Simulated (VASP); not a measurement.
A run of VASP 6.6.1:

File POSCAR:

```
ZrB2
1.0
    3.1700000000      0.0000000000      0.0000000000
   -1.5850000000      2.7453005300      0.0000000000
    0.0000000000      0.0000000000      3.5330000000
Zr B
1 2
Direct
    0.0000000000      0.0000000000      0.0000000000
    0.6666666667      0.3333333333      0.5000000000
    0.3333333333      0.6666666667      0.5000000000
```

Contents of INCAR.step1:

```
PREC     = Accurate       # precision mode
ENCUT    = 600            # plane-wave cutoff, eV
ISMEAR   = -1             # smearing method
SIGMA    = 0.05           # smearing width, eV
LREAL    = F              # projectors in reciprocal space
LASPH    = T              # aspherical terms in the spheres
NELM     = 150            # most SCF steps
LMAXMIX  = 4              # l up to which the mixer works
LDAU     = T              # DFT+U
LDAUTYPE = 2            
LDAUL    = 2 -1           # shell
LDAUU    = 2 0            # U, eV
LDAUJ    = 0 0          
GGA      = PE             # functional
ALGO     = Normal         # electronic algorithm
EDIFF    = 1E-4           # SCF threshold, eV
LWAVE    = T              # write WAVECAR
LCHARG   = F              # write CHGCAR
```

File INCAR.step2:

```
PREC     = Accurate       # precision mode
ENCUT    = 600            # plane-wave cutoff, eV
EDIFF    = 1E-6           # SCF threshold, eV
ISMEAR   = -1             # smearing method
SIGMA    = 0.05           # smearing width, eV
LREAL    = F              # projectors in reciprocal space
LASPH    = T              # aspherical terms in the spheres
NELM     = 150            # most SCF steps
ALGO     = Normal         # electronic algorithm
ISIF     = 3              # what is computed and relaxed
LWAVE    = F              # write WAVECAR
LCHARG   = F              # write CHGCAR
LMAXMIX  = 4              # l up to which the mixer works
LDAU     = T              # DFT+U
LDAUTYPE = 2            
LDAUL    = 2 -1           # shell
LDAUU    = 2 0            # U, eV
LDAUJ    = 0 0          
LDAUPRINT= 1            
METAGGA  = R2SCAN         # meta-GGA
LMIXTAU  = T            
IBRION   = 2              # ionic algorithm
NSW      = 60             # ionic steps
EDIFFG   = -0.01          # ionic threshold
ISTART   = 1
```

Contents of KPOINTS:

```
regular mesh
0
Gamma
  10 10 8
```

Potentials or basis: VASP PAW PBE potentials, release 64 (Zr_sv, B).

Run with:

```console
$ cat potpaw_PBE.64/Zr_sv/POTCAR potpaw_PBE.64/B/POTCAR > POTCAR
$ cp INCAR.step1 INCAR
$ mpirun -np 1 vasp_std > vasp.out
$ cp INCAR.step2 INCAR
$ mpirun -np 1 vasp_std > vasp.out
```

Hardware: 1 thread of AMD EPYC 7R43 64-Core Processor (Zen 3) (shared host).

Question: How long does it take, and how much memory?

Answer: Run time: 8.2 min on 1 thread of AMD EPYC 7R43 64-Core Processor (Zen 3), on a shared host, peak memory 0.16 GiB. Counts: k points 70, ion steps 4.
